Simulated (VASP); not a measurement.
A run of VASP 6.6.1:

INCAR

```
SYSTEM = BN
ALGO = Normal ; EDIFF = 1E-6
ENCUT = 600 ; GGA = PE
GGA_COMPAT = .FALSE. ; ISIF = 2
ISMEAR = 0 ; IVDW = 12
LASPH = .TRUE. ; LCHARG = .FALSE.
LREAL = .FALSE. ; LWAVE = .FALSE.
NBANDS = 11 ; NELM = 120
PREC = Accurate ; SIGMA = 0.02
```

KPOINTS

```
k-points
0
G
  12 12 12
  0 0 0
```

The input POSCAR:

```
BN
1.0
    2.4956027930      0.0019051863     -0.2292995760
   -1.2388460378      2.1664037312      0.2292802756
   -0.9294707483     -0.9096230906      3.3482222905
B N
1 1
Direct
    0.9910417491      0.9914240763     -0.0061484228
    0.6571072509      0.3244599237      0.9929534228
```

Potentials or basis: VASP PAW PBE potentials, release 64 (B, N).

Launch:

```console
$ cat potpaw_PBE.64/B/POTCAR potpaw_PBE.64/N/POTCAR > POTCAR
$ mpirun -np 1 vasp_std > vasp.out
```

Hardware: 1 thread of Intel Xeon 6975P-C, with other jobs on the host.

Task: How long does it take, and how much memory?

Result: Run time: 58 s on 1 thread of Intel Xeon 6975P-C, on a shared host, peak memory 0.23 GiB. Counts: scf iterations 12, k points 476.
